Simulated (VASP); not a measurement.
Pt, 1 atom in the cell. Symmetry: Fm-3m, No. 225, cubic system. The conventional cell has a = 3.911 Å, b = 3.911 Å, c = 3.911 Å, α = 90.00°, β = 90.00°, γ = 90.00°. Within 3.6 Å of Pt (site symmetry m-3m) lie 12 Pt at 2.77 Å. 

* Program: VASP 6.6.1
* Task: single point
* Functional: r2SCAN
* Potentials or basis: VASP PAW PBE potentials, release 64 (Pt)
* Cutoff: 550 eV
* k mesh: 12 × 12 × 12
* Occupations: fermi-dirac, width 0.01 eV
* Spin: no spin polarisation
* Dipole correction: no
* Further INCAR settings: ALGO = Normal; EDIFF = 1e-06; NBANDS = 11

Potentials or basis: VASP PAW PBE potentials, release 64 (Pt).

Launch:

```bash
$ cat potpaw_PBE.64/Pt/POTCAR > POTCAR
$ cp INCAR.step1 INCAR
$ mpirun -np 1 vasp_std > vasp.out
$ cp INCAR.step2 INCAR
$ mpirun -np 1 vasp_std > vasp.out
```

Hardware: 1 thread of Intel(R) Xeon(R) Platinum 8375C CPU @ 2.90GHz (Ice Lake), with other jobs on the host.

Q: How long does it take, and how much memory?

A: Wall time 31 s on 1 thread of Intel(R) Xeon(R) Platinum 8375C CPU @ 2.90GHz (Ice Lake), on a shared host, peak memory 0.15 GiB. Counts: k points 72.
